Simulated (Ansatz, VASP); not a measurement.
# MgBeS3 in VASP and in Ansatz

```xyz
10
Lattice="3.7380 0.0000 0.0000 -1.8690 3.2372 0.0000 0.0000 0.0000 15.0434" Properties=species:S:1:pos:R:3 pbc="T T T"
Mg    0.0000    2.1581   12.6450
Mg    1.8690    1.0791    2.3983
Be    0.0000    2.1581    5.6945
Be    1.8690    1.0791    9.3489
S     0.0000    0.0000    1.0338
S     0.0000    0.0000   14.0096
S     0.0000    2.1581    3.7360
S     1.8690    1.0791   11.3074
S     0.0000    0.0000    6.3830
S     0.0000    0.0000    8.6604
```

Alike in both runs: functional PBE; k mesh 5 × 5 × 1; occupations gaussian, width 0.2 eV; no spin polarisation.

Ansatz relaxed the structure, and its values are those at the end. VASP's run is a single point on that final structure, the one shown.

|  | VASP | Ansatz |
| --- | --- | --- |
| version | VASP 6.6.1 | Ansatz 0.2.0 |
| potentials or method | VASP PAW PBE potentials, release 64 (Mg_sv, Be, S), cutoff 750 eV | scalar-relativistic, plane waves, PAW |
| valence electrons in the cell | 60 | 60 |

Ansatz gave:

| Item | Value |
| --- | --- |
| gap on the k mesh at the Fermi level (eV) | 0.10 |
| least direct gap on the mesh (eV) | 0.10 |
| pressure (GPa) | 0.0 |
| rms of the force components (eV/Å) | 0.015 |

Question: Estimate VASP's values.

Answer: gap on the k mesh at the Fermi level (eV): 0.10; least direct gap on the mesh (eV): 0.10; pressure (GPa): -0.2; rms of the force components (eV/Å): 0.038.
